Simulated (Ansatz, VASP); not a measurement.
**RbSrCl3 in VASP and in Ansatz**

INCAR

```
PREC = Accurate
ENCUT = 520
EDIFF = 1E-6
ISMEAR = 0
SIGMA = 0.05
LREAL = F
LASPH = T
NELM = 100
ALGO = Normal
ISIF = 2
LWAVE = F
LCHARG = F
NBANDS = 28
```

KPOINTS

```
regular mesh
0
Gamma
  4 4 4
```

Contents of POSCAR:

```
RbSrCl3
1.0
    5.6963040000      0.0000000000      0.0000000000
    0.0000000000      5.6963040000      0.0000000000
    0.0000000000      0.0000000000      5.6963040000
Rb Sr Cl
1 1 3
Direct
    0.5000000000      0.5000000000      0.5000000000
    0.0000000000      0.0000000000      0.0000000000
    0.5000000000      0.0000000000      0.0000000000
    0.0000000000      0.5000000000      0.0000000000
    0.0000000000      0.0000000000      0.5000000000
```

Input for Ansatz:

```yaml
crystal:
  lattice:
    - [5.696304, 0.0, 0.0]
    - [0.0, 5.696304, 0.0]
    - [0.0, 0.0, 5.696304]
  atoms:
    - { symbol: Rb, position: [0.5, 0.5, 0.5] }
    - { symbol: Sr, position: [0.0, 0.0, 0.0] }
    - { symbol: Cl, position: [0.5, 0.0, 0.0] }
    - { symbol: Cl, position: [0.0, 0.5, 0.0] }
    - { symbol: Cl, position: [0.0, 0.0, 0.5] }
basis:
  ecutwfc: 420
kpoints:
  mp_grid: { grid: [4, 4, 4] }
hamiltonian:
  xc: lda
scf:
  occupations: { method: gaussian, width: 0.05 }
output:
  forces: true
  stress: true
  eigenvalues: true
```

Alike in both runs: task single point; functional LDA; k mesh 4 × 4 × 4; occupations gaussian, width 0.05 eV; no spin polarisation.

```csv
,VASP,Ansatz
version,VASP 6.6.1,Ansatz 0.2.0
potentials or method,"VASP PAW LDA potentials, release 64 (Rb_sv, Sr_sv, Cl), cutoff 520 eV","scalar-relativistic, plane waves, PAW"
valence electrons in the cell,40,40
```

|  | VASP | Ansatz | Ansatz less VASP |
| --- | --- | --- | --- |
| gap on the k mesh at the Fermi level (eV) | 4.22 | 4.21 | -0.009 |
| least direct gap on the mesh (eV) | 4.44 | 4.44 | -0.001 |
| pressure (GPa) | -2.2 | -2.3 | -0.07 |

LDA's correlation is that of Perdew and Zunger in VASP and of Perdew and Wang (1992) in Ansatz.
